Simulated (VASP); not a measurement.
Wanted: the native input for a VASP 6.6.1 run.

| Property | Result |
| --- | --- |
| Task | relaxation of cell and atoms |
| Functional | PBE |
| Potentials or basis | VASP PAW PBE potentials, release 64 (Cd, Te) |
| Cutoff | 600 eV |
| k mesh | 8 × 8 × 8 |
| Occupations | gaussian, width 0.02 eV |
| Spin | no spin polarisation |
| Dipole correction | no |
| Further INCAR settings | ALGO = Normal; EDIFF = 1e-06; IBRION = 2; EDIFFG = -0.005; NSW = 100; ISIF = 3 |

The structure of CdTe lies in POSCAR:

```
CdTe
1.0
    0.0000000000      3.2050000000      3.2050000000
    3.2050000000      0.0000000000      3.2050000000
    3.2050000000      3.2050000000      0.0000000000
Cd Te
1 1
Direct
    0.0000000000      0.0000000000      0.0000000000
    0.7500000000      0.7500000000      0.7500000000
```

These files were run (other wordings do the same):

INCAR

```
SYSTEM = CdTe
PREC = Accurate ; ENCUT = 600
EDIFF = 1E-6 ; ISMEAR = 0
SIGMA = 0.02 ; LREAL = .False.
LASPH = .True. ; NELM = 80
ALGO = Normal ; ISIF = 3
LWAVE = .False. ; LCHARG = .False.
GGA = PE ; IBRION = 2
NSW = 100 ; EDIFFG = -0.005
```

KPOINTS

```
Automatic mesh
0
Gamma
  8 8 8
  0 0 0
```

Potentials or basis: VASP PAW PBE potentials, release 64 (Cd, Te).

Command:

```bash
$ cat potpaw_PBE.64/Cd/POTCAR potpaw_PBE.64/Te/POTCAR > POTCAR
$ mpirun -np 1 vasp_std > vasp.out
```

It gave:

```
Relaxed volume                         : 36.30 Å³/atom
Relaxed cell                           : a = 4.683 Å, b = 4.683 Å, c = 4.683 Å, α = 60.00°, β = 60.00°, γ = 60.00°
Space group after relaxing (to 0.05 Å) : F-43m (No. 216)
Energy gained by relaxing              : 42.0 meV/atom
Ionic steps                            : 3
Pressure after relaxing                : 0.0 GPa
Band gap on the k mesh                 : 0.58 eV, direct
```

Caveat: spin-orbit coupling is left out, which moves the levels of the heavy elements; the volume moved by +10 % from the deposited cell, more than functionals usually miss.

Wall time 68 s on 1 thread of AMD EPYC 7R43 64-Core Processor (Zen 3), on a shared host, peak memory 0.2 GiB.
